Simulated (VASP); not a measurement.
BeSiSb2:

```xyz
4
Lattice="4.1438 0.0000 0.0000 0.0000 4.1438 0.0000 0.0000 0.0000 5.8017" Properties=species:S:1:pos:R:3 pbc="T T T"
Be    0.0000    0.0000    0.0000
Sb    0.0000    2.0719    1.2982
Sb    2.0719    0.0000    4.5034
Si    2.0719    2.0719    2.9008
```

| Quantity | Value |
| --- | --- |
| Program | VASP 6.6.1 |
| Task | relaxation of cell and atoms |
| Functional | LDA |
| Potentials or basis | VASP PAW LDA potentials, release 64 (Be, Sb, Si) |
| Cutoff | 600 eV |
| k mesh | 6 × 6 × 4 |
| Occupations | fermi-dirac, width 0.02 eV |
| Spin | no spin polarisation |

At the start: pressure -2.9 GPa; volume 24.91 Å³/atom.

Task: How do energy, volume and symmetry change on relaxing?

Result: Over 6 steps the energy falls by 11.7 meV/atom and the volume is 23.69 Å³/atom (-4.9 %); space group P-4m2 (No. 115, to 0.05 Å).

Step by step:
```csv
step,energy change (eV),largest force (eV/Å),pressure (GPa),volume (Å³)
1,0.0000,0.0071,-2.95,99.62
2,-0.0400,0.1235,1.24,93.16
3,-0.0463,0.0846,0.00,94.82
4,-0.0468,0.0331,0.00,94.78
5,-0.0469,0.0022,0.00,94.76
6,-0.0469,0.0010,0.00,94.75
```

Final structure:
```
CELL_PARAMETERS angstrom
4.07432 0.00000 0.00000
0.00000 4.07432 0.00000
0.00000 0.00000 5.70786
ATOMIC_POSITIONS crystal
Be 0.00000 0.00000 0.00000
Sb 0.00000 0.50000 0.22269
Sb 0.50000 0.00000 0.77731
Si 0.50000 0.50000 0.50000
```
